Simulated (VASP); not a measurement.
A run of VASP 6.6.1 is set up as follows.

Contents of INCAR:

```
  PREC = Accurate
  ENCUT = 520
  EDIFF = 1E-7
  ISMEAR = 0
  SIGMA = 0.15
  LREAL = F
  LASPH = T
  NELM = 100
  ALGO = Normal
  ISIF = 2
  LWAVE = F
  LCHARG = F
  GGA = PE
  NBANDS = 19
```

The input KPOINTS:

```
Automatic mesh
0
Gamma
  12 12 8
```

File POSCAR:

```
TiTe2
1.0
    3.6825758654      0.0000000000      0.0000000000
   -1.8412879327      3.1892042508      0.0000000000
    0.0000000000      0.0000000000      6.8229000000
Ti Te
1 2
Direct
    0.0000000000      0.0000000000      0.0000000000
    0.6666666667      0.3333333333      0.2628000000
    0.3333333333      0.6666666667      0.7372000000
```

Potentials or basis: VASP PAW PBE potentials, release 64 (Ti_sv, Te).

Launch:

```sh
$ cat potpaw_PBE.64/Ti_sv/POTCAR potpaw_PBE.64/Te/POTCAR > POTCAR
$ mpirun -np 1 vasp_std > vasp.out
```

Task: Predict the band gap on the k mesh.

Result: Zero (bands 12 and 13 overlap by 0.88 eV).

Task: Predict the largest force.

Result: 0.266 eV/Å.

Forces on the atoms (eV/Å):
```
Ti   0.000  0.000  0.000
Te   0.000  0.000 -0.266
Te   0.000  0.000  0.266
```

Caveat: the cell differs from its parent crystal (strain -0.025 along x and y, +0.050 along z); spin-orbit coupling is left out, which moves the levels of the heavy elements.
